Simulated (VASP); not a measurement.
Runs of VASP 6.6.1 on TiAl. The structure is that of space group P-6m2 (No. 187), or close to it. The cells are those of the table. 

```csv
cell,gap on the mesh (eV),pressure (GPa)
"a = 2.848, b = 2.848, c = 4.643 Å, angles 90.0, 90.0, 120.0°, 2 atoms",none,-0.6
"a = 2.848, b = 2.848, c = 4.551 Å, angles 90.0, 90.0, 120.0°, 2 atoms",none,2.0
"a = 2.848, b = 2.848, c = 4.666 Å, angles 90.0, 90.0, 120.0°, 2 atoms",none,-1.2
"a = 2.848, b = 2.848, c = 4.528 Å, angles 90.0, 90.0, 120.0°, 2 atoms",none,2.7
"a = 2.848, b = 2.848, c = 4.597 Å, angles 90.0, 90.0, 120.0°, 2 atoms",none,0.7
"a = 2.848, b = 2.848, c = 4.701 Å, angles 90.0, 90.0, 120.0°, 2 atoms",none,(a)
"a = 2.848, b = 2.848, c = 4.712 Å, angles 90.0, 90.0, 120.0°, 2 atoms",none,(b)
"a = 2.848, b = 2.848, c = 4.574 Å, angles 90.0, 90.0, 120.0°, 2 atoms",none,1.3
```

Alike in all rows: task single point; level PBEsol; potentials or basis VASP PAW PBE potentials, release 64 (Ti_sv, Al); no spin polarisation; k mesh 24 × 24 × 14; cutoff (eV) 500; smearing gaussian 0.15 eV.

Q: Estimate the missing entries.

A: (a) -2.0; (b) -2.3.

Caveats: the PAW data sets were made with another functional, which shifts forces and pressure a little.

A gap of «none» marks levels without a gap at the run's occupations.
